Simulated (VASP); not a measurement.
# ZrB2 (P6/mmm) in VASP: a series of runs, part 3 of 3

VASP 6.6.1. The steps go on from the part before.

## Step 5: Single point, PBE

This run uses another cell than the first one, of 10.49 Å³/atom, 1.041 times its volume.

File INCAR:

```
SYSTEM = ZrB2
  PREC = Accurate
  ENCUT = 500
  EDIFF = 1E-6
  ISMEAR = 1
  SIGMA = 0.05
  LREAL = .FALSE.
  LASPH = .TRUE.
  NELM = 120
  ALGO = Normal
  ISIF = 2
  LWAVE = .FALSE.
  LCHARG = .FALSE.
  GGA = PE
  NBANDS = 16
  GGA_COMPAT = .FALSE.
```

File KPOINTS:

```
Automatic mesh
0
G
  8 8 6
  0 0 0
```

File POSCAR:

```
ZrB2
1.0
    3.1923482415      0.0000000000      0.0000000000
   -1.5961741207      2.7646546748      0.0000000000
    0.0000000000      0.0000000000      3.5649074877
Zr B
1 2
Direct
    0.0000000000      0.0000000000      0.0000000000
    0.3333333333      0.6666666667      0.5000000000
    0.6666666667      0.3333333333      0.5000000000
```

Potentials or basis: VASP PAW PBE potentials, release 64 (Zr_sv, B).

On the command line:

```bash
cat potpaw_PBE.64/Zr_sv/POTCAR potpaw_PBE.64/B/POTCAR > POTCAR
mpirun -np 1 vasp_std > vasp.out
```

OUTCAR:

```text
SYSTEM = ZrB2
   PREC = Accurate
   ENCUT = 500
   EDIFF = 1E-6
   ISMEAR = 1
   LREAL = .FALSE.
   LASPH = .TRUE.
   NELM = 120
   ISIF = 2
   GGA = PE

 ion  position               nearest neighbor table
   1  0.000  0.000  0.000-   2 2.56   3 2.56   2 2.56   3 2.56   2 2.56   2 2.56   3 2.56   3 2.56
                             3 2.56   3 2.56   2 2.56   2 2.56
   2  0.333  0.667  0.500-   3 1.84   3 1.84   3 1.84   1 2.56   1 2.56   1 2.56   1 2.56   1 2.56
                             1 2.56
   3  0.667  0.333  0.500-   2 1.84   2 1.84   2 1.84   1 2.56   1 2.56   1 2.56   1 2.56   1 2.56
                             1 2.56

  LATTYP: Found a hexagonal cell.
 ALAT       =     3.1923482415
 C/A-ratio  =     1.1167038236

  Lattice vectors:

 A1 = (   3.1923482415,   0.0000000000,   0.0000000000)
 A2 = (  -1.5961741207,   2.7646546748,   0.0000000000)
 A3 = (   0.0000000000,   0.0000000000,   3.5649074877)

Analysis of symmetry for initial positions (statically):
=====================================================================
 Subroutine PRICEL returns:
 Original cell was already a primitive cell.

 Routine SETGRP: Setting up the symmetry group for a
 hexagonal supercell.

 Subroutine GETGRP returns: Found 24 space group operations
 (whereof 24 operations were pure point group operations)
 out of a pool of 24 trial point group operations.

The static configuration has the point symmetry D_6h.

Analysis of symmetry for dynamics (positions and initial velocities):
=====================================================================
 Subroutine PRICEL returns:
 Original cell was already a primitive cell.

 Routine SETGRP: Setting up the symmetry group for a
 hexagonal supercell.

 Subroutine GETGRP returns: Found 24 space group operations
 (whereof 24 operations were pure point group operations)
 out of a pool of 24 trial point group operations.

The dynamic configuration has the point symmetry D_6h.

 Subroutine INISYM returns: Found 24 space group operations
 (whereof 24 operations are pure point group operations),
 and found     1 'primitive' translations
[... 120 lines left out ...]
  Thomas-Fermi vector in A             =   2.485823
   LORBIT       =      0    0 simple, 1 ext, 2 COOP (PROOUT), +10 PAW based schemes
   GGA     = PE    functional components
   LHFCALC =     F    Hartree Fock is set to
   AEXX    =    0.0000 exact exchange contribution
   IVDW    =     0    specifies the selected vdW correction
   LEPSILON=     F    determine dielectric tensor
   LRPA    =     F    only Hartree local field effects (RPA)
 non-spin polarized calculation
 Methfessel and Paxton  Order N= 1 SIGMA  =   0.05
  energy-cutoff  :      500.00
  volume of cell :       31.46
 maximum number of plane-waves:       816
 NGX is ok and might be reduce to    24
   NGX = 11   NGY = 11   NGZ = 13

 number of electron      18.0000000 magnetization

 Free energy of the ion-electron system (eV)
  ---------------------------------------------------
  ext. energy  EPLUGINS =         0.00000000
  ---------------------------------------------------
  free energy    TOTEN  =       -24.96846487 eV

  energy without entropy =      -24.96816670  energy(sigma->0) =      -24.96836548

 E-fermi :  10.4514     XC(G=0): -12.3351

 val. band max:       10.1099097276   @ k =   0.1250   0.0000   0.3333
 cond. band min:      10.4666893404   @ k =   0.3750   0.1250   0.0000
 fundamental gap:      0.3567796129
 Fermi energy:        10.4513619935

 k-point     1 :       0.0000    0.0000    0.0000
  band No.  band energies     occupation
      1     -38.4359      2.00000
      2     -16.6119      2.00000
      3     -16.0855      2.00000
      4     -16.0855      2.00000
      5      -2.3516      2.00000
      6       7.7003      2.00000
[... 433 lines left out ...]
      3     -16.6816      2.00000
      4     -16.2314      2.00000
      5       0.2544      2.00000
      6       3.4823      2.00000
[... 8 lines left out ...]
     15      18.6263      0.00000
     16      21.5753      0.00000

 [... further k-points ...]

------------------------ aborting loop because EDIFF is reached ----------------------------------------

  FORCE on cell =-STRESS in cart. coord.  units (eV):
  Direction    XX          YY          ZZ          XY          YZ          ZX
  --------------------------------------------------------------------------------------
  -------------------------------------------------------------------------------------
  Total       -0.8950928     -0.8950928     -0.7938835     -0.0000000      0.0000000     -0.0000000
  in kB      -45.5805151    -45.5805151    -40.4266654     -0.0000000      0.0000000     -0.0000000
  external PRESSURE =     -43.8625652 kB  Pullay stress =       0.0000000 kB

 VOLUME and BASIS-vectors are now :
 -----------------------------------------------------------------------------
  energy-cutoff  :      500.00
  volume of cell :       31.46
      direct lattice vectors                 reciprocal lattice vectors
     3.192348241  0.000000000  0.000000000     0.313249033  0.180854414  0.000000000
    -1.596174121  2.764654675  0.000000000     0.000000000  0.361708827  0.000000000
     0.000000000  0.000000000  3.564907488     0.000000000  0.000000000  0.280512188

 POSITION                                       TOTAL-FORCE (eV/Angst)
 -----------------------------------------------------------------------------------
      0.00000      0.00000      0.00000        -0.000000      0.000000      0.000000
     -0.00000      1.84310      1.78245         0.000000      0.000000      0.000000
      1.59617      0.92155      1.78245        -0.000000     -0.000000      0.000000
 -----------------------------------------------------------------------------------
    total drift:                               -0.000000      0.000000     -0.000000

  FREE ENERGIE OF THE ION-ELECTRON SYSTEM (eV)
  ---------------------------------------------------
  free  energy   TOTEN  =       -24.9684648654 eV

  energy  without entropy=      -24.9681666966  energy(sigma->0) =      -24.96836548
```

OSZICAR:

```text
N       E                     dE             d eps       ncg     rms          rms(c)
DAV:   1     0.102251579089E+03    0.10225E+03   -0.95426E+03  1280   0.109E+03
DAV:   2    -0.234852017418E+02   -0.12574E+03   -0.12149E+03  1688   0.285E+02
DAV:   3    -0.275941490643E+02   -0.41089E+01   -0.40900E+01  2000   0.446E+01
DAV:   4    -0.276341019580E+02   -0.39953E-01   -0.39949E-01  1536   0.417E+00
DAV:   5    -0.276347748170E+02   -0.67286E-03   -0.67285E-03  1936   0.378E-01    0.205E+01
DAV:   6    -0.250103709558E+02    0.26244E+01   -0.59979E+00  1648   0.159E+01    0.814E+00
DAV:   7    -0.249696556805E+02    0.40715E-01   -0.55822E-01  1704   0.470E+00    0.307E+00
DAV:   8    -0.249712700039E+02   -0.16143E-02   -0.81182E-02  1520   0.223E+00    0.361E-01
DAV:   9    -0.249686745965E+02    0.25954E-02   -0.14081E-02  1576   0.851E-01    0.197E-01
DAV:  10    -0.249684620602E+02    0.21254E-03   -0.14627E-03  1480   0.350E-01    0.352E-02
DAV:  11    -0.249684670767E+02   -0.50165E-05   -0.50485E-05  1568   0.680E-02    0.101E-02
DAV:  12    -0.249684648143E+02    0.22623E-05   -0.33094E-06  1608   0.158E-02    0.584E-03
DAV:  13    -0.249684648654E+02   -0.51032E-07   -0.26336E-07   800   0.536E-03
   1 F= -.24968465E+02 E0= -.24968365E+02  d E =-.298169E-03
```

stdout:

```text
POSCAR found type information on POSCAR ZrB
 POSCAR found :  2 types and       3 ions
 scaLAPACK will be used
 LDA part: xc-table for (Slater+PW92), standard interpolation
 POSCAR, INCAR and KPOINTS ok, starting setup
 FFT: planning ... GRIDC
 FFT: planning ... GRID_SOFT
 FFT: planning ... GRID
 WAVECAR not read
 entering main loop
```

Wall time 17 s (1 thread of Intel Xeon Platinum 8259CL at 2.50GHz (Skylake/Cascade Lake), shared host); peak memory 0.15 GiB.

What came out:

- Free energy: -24.9685 eV
- Pressure: -4.4 GPa
- Band gap on the k mesh: zero (band 9 reaches 11.03 eV, above the bottom of band 10 at 10.47 eV)

Stress tensor (GPa, compression positive):
```
-4.56  0.00  0.00
 0.00 -4.56  0.00
 0.00  0.00 -4.04
```

## Step 6: Summary

```csv
cell,gap on the mesh (eV),pressure (GPa)
"a = 3.150, b = 3.150, c = 3.518 Å, angles 90.0, 90.0, 120.0°, 3 atoms",none,5.2
"a = 3.171, b = 3.171, c = 3.541 Å, angles 90.0, 90.0, 120.0°, 3 atoms",none,0.2
"a = 3.192, b = 3.192, c = 3.565 Å, angles 90.0, 90.0, 120.0°, 3 atoms",none,-4.4
```

Alike in all rows: task single point; level PBE; potentials or basis VASP PAW PBE potentials, release 64 (Zr_sv, B); no spin polarisation; k mesh 8 × 8 × 6; cutoff (eV) 500; smearing methfessel-paxton 0.05 eV.

Total energies depend on the potentials used, so only differences within one code and one set of settings carry meaning.
